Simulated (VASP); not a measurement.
Runs of VASP 6.6.1 on SnSe2. The structure is that of space group P-3m1 (No. 164), or close to it. The cells are those of the table. 

```tsv
cell	gap on the mesh (eV)	pressure (GPa)	largest force (eV/Å)
a = 3.925, b = 3.925, c = 6.800 Å, angles 90.0, 90.0, 120.0°, 3 atoms	0.85	-0.1	0.24
a = 4.171, b = 4.171, c = 6.022 Å, angles 90.0, 90.0, 120.0°, 3 atoms	0.03	(b)	0.75
a = 3.809, b = 3.809, c = 7.219 Å, angles 90.0, 90.0, 120.0°, 3 atoms	0.50	0.2	0.29
a = 3.981, b = 3.981, c = 6.610 Å, angles 90.0, 90.0, 120.0°, 3 atoms	0.74	(a)	0.43
a = 4.087, b = 4.087, c = 6.270 Å, angles 90.0, 90.0, 120.0°, 3 atoms	-	-0.6	0.67
a = 3.548, b = 3.548, c = 8.324 Å, angles 90.0, 90.0, 120.0°, 3 atoms	none	1.5	1.41
a = 3.751, b = 3.751, c = 7.446 Å, angles 90.0, 90.0, 120.0°, 3 atoms	0.29	0.4	0.61
a = 3.643, b = 3.643, c = 7.891 Å, angles 90.0, 90.0, 120.0°, 3 atoms	none	0.8	1.17
```

Alike in all rows: task single point; level PBE; potentials or basis VASP PAW PBE potentials, release 64 (Sn_d, Se); no spin polarisation; k mesh 12 × 12 × 4; cutoff (eV) 520; smearing gaussian 0.05 eV.

Q: Fill in the values left out.

A: (a) -0.2; (b) -0.9.

Caveats: spin-orbit coupling is left out, which moves the levels of the heavy elements; this functional lacks dispersion, which binds the layers, so the pressure and a relaxed spacing across them are unreliable; semilocal functionals underestimate gaps, so a narrow gap can read as zero (at least some runs); forces of over 1 eV/Å act on the atoms, so gaps and moduli don't describe the material at rest (at least some runs).

A k mesh can miss the band edges, and the runs leave out spin-orbit coupling on Se, Sn.

A gap of «none» marks levels without a gap at the run's occupations.
